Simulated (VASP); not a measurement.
TiNbAs6:

```xyz
8
Lattice="0.0000 5.0420 5.0420 5.0420 0.0000 5.0420 5.0420 5.0420 0.0000" Properties=species:S:1:pos:R:3 pbc="T T T"
Ti    5.0420    5.0420    5.0420
Nb    0.0000    0.0000    0.0000
As    2.5210    5.0420    5.0420
As    7.5630    5.0420    5.0420
As    5.0420    2.5210    5.0420
As    5.0420    7.5630    5.0420
As    5.0420    5.0420    2.5210
As    5.0420    5.0420    7.5630
```

```yaml
Program: VASP 6.6.1
Task: relaxation of cell and atoms
Functional: PBE
Potentials_or_basis: VASP PAW PBE potentials, release 64 (Ti_sv, Nb_sv, As)
Cutoff: 600 eV
k_mesh: 4 × 4 × 4
Occupations: gaussian, width 0.1 eV
Spin: no spin polarisation
```

At the start: pressure -2.5 GPa; volume 32.04 Å³/atom.

Problem. Where does the relaxation end?

Solution. Over 4 steps the energy falls by 20.9 meV/atom and the volume is 30.34 Å³/atom (-5.3 %); space group Fm-3m (No. 225, to 0.1 Å) before and after.

The path:
```csv
step,energy change (eV),largest force (eV/Å),pressure (GPa),volume (Å³)
1,0.0000,0.4937,-2.53,256.36
2,-0.1382,0.2714,1.35,238.07
3,-0.1497,0.3328,0.42,241.81
4,-0.1674,0.0255,0.06,242.70
```

Final structure:
```
CELL_PARAMETERS angstrom
0.00000 4.95086 4.95086
4.95086 0.00000 4.95086
4.95086 4.95086 0.00000
ATOMIC_POSITIONS crystal
Ti 0.50000 0.50000 0.50000
Nb 0.00000 0.00000 0.00000
As 0.74634 0.25366 0.25366
As 0.25366 0.74634 0.74634
As 0.25366 0.74634 0.25366
As 0.74634 0.25366 0.74634
As 0.25366 0.25366 0.74634
As 0.74634 0.74634 0.25366
```
